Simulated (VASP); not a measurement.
Wanted: the native input for a VASP 6.6.1 run.

```yaml
Task: single point
Functional: r2SCAN0
Potentials_or_basis: VASP PAW PBE potentials, release 64 (B, N)
Cutoff: 520 eV
k_mesh: 8 × 8 × 8
Occupations: gaussian, width 0.01 eV
Spin: no spin polarisation
Dipole_correction: no
Grid_for_exact_exchange_PRECFOCK: Normal
Further_INCAR_settings: ALGO = Normal; EDIFF = 1e-06; NBANDS = 11
Share_of_exact_exchange: 0.25
```

Crystal: BN.

```
CELL_PARAMETERS angstrom
0.00000 1.80483 1.80483
1.80483 0.00000 1.80483
1.80483 1.80483 0.00000
ATOMIC_POSITIONS crystal
B 0.00000 0.00000 0.00000
N 0.25000 0.25000 0.25000
```

One way to write it, as run:

POSCAR

```
BN
1.0
    0.0000000000      1.8048254535      1.8048254535
    1.8048254535      0.0000000000      1.8048254535
    1.8048254535      1.8048254535      0.0000000000
B N
1 1
Direct
    0.0000000000      0.0000000000      0.0000000000
    0.2500000000      0.2500000000      0.2500000000
```

INCAR.step1

```
SYSTEM = BN
  PREC = Accurate
  ENCUT = 520
  EDIFF = 1E-5
  ISMEAR = 0
  SIGMA = 0.01
  LREAL = .False.
  LASPH = .True.
  NELM = 80
  ALGO = Normal
  ISIF = 2
  LWAVE = .True.
  LCHARG = .False.
  GGA = PE
  NBANDS = 11
```

INCAR.step2

```
SYSTEM = BN
  PREC = Accurate
  ENCUT = 520
  EDIFF = 1E-6
  ISMEAR = 0
  SIGMA = 0.01
  LREAL = .False.
  LASPH = .True.
  NELM = 80
  ALGO = Normal
  ISIF = 2
  LWAVE = .False.
  LCHARG = .False.
  METAGGA = R2SCAN
  LHFCALC = .True.
  AEXX = 0.25
  LMIXTAU = .True.
  PRECFOCK = Normal
  ISTART = 1
  NBANDS = 11
```

KPOINTS

```
Automatic mesh
0
Gamma
  8 8 8
  0 0 0
```

Potentials or basis: VASP PAW PBE potentials, release 64 (B, N).

Launch:

```sh
$ cat potpaw_PBE.64/B/POTCAR potpaw_PBE.64/N/POTCAR > POTCAR
$ cp INCAR.step1 INCAR
$ mpirun -np 1 vasp_std > vasp.out
$ cp INCAR.step2 INCAR
$ mpirun -np 1 vasp_std > vasp.out
```

Results of the run:

```
Pressure               : -5.5 GPa
Band gap on the k mesh : 6.87 eV (least direct gap 11.78 eV)
```

Caveat: the cell stands under tension; the PAW data sets were made with another functional, which shifts forces and pressure a little.

It took 7.5 min on 1 thread of AMD EPYC 9R45 96-Core Processor (Zen 5), with other jobs on the host, peak memory 0.11 GiB.
